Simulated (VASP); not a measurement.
The system is Si2Mo.

```
Mo Si
1.0
    -1.60000    1.60000    3.93050
     1.60000   -1.60000    3.93050
     1.60000    1.60000   -3.93050
Mo Si
1 2
Cartesian
  0.0000 0.0000 0.0000
  0.0000 0.0000 5.2433
  0.0000 0.0000 2.6177
```

- Program: VASP 6.6.1
- Task: relaxation of cell and atoms
- Functional: LDA
- Potentials or basis: VASP PAW LDA potentials, release 64 (Mo_sv, Si)
- Cutoff: 600 eV
- k mesh: 12 × 12 × 12
- Occupations: fermi-dirac, width 0.05 eV
- Spin: no spin polarisation

At the start: pressure -5.5 GPa; volume 13.42 Å³/atom.

How do energy, volume and symmetry change on relaxing?

Over 7 steps the energy falls by 7.9 meV/atom and the volume is 13.09 Å³/atom (-2.4 %); space group I4/mmm (No. 139, to 0.1 Å) before and after.

Step by step:
```csv
step,energy change (eV),largest force (eV/Å),pressure (GPa),volume (Å³)
1,0.0000,0.3656,-5.54,40.25
2,0.0342,0.1273,11.17,37.60
3,-0.0216,0.1991,0.31,39.21
4,-0.0216,0.1952,0.41,39.18
5,-0.0237,0.0260,0.13,39.26
6,-0.0238,0.0014,0.10,39.27
7,-0.0238,0.0055,0.09,39.28
```

Final structure:
```
Mo Si
1.0
    -1.58840    1.58840    3.89176
     1.58840   -1.58840    3.89176
     1.58840    1.58840   -3.89176
Mo Si
1 2
Direct
  0.00000 0.00000 0.00000
  0.66479 0.66479 0.00000
  0.33521 0.33521 0.00000
```
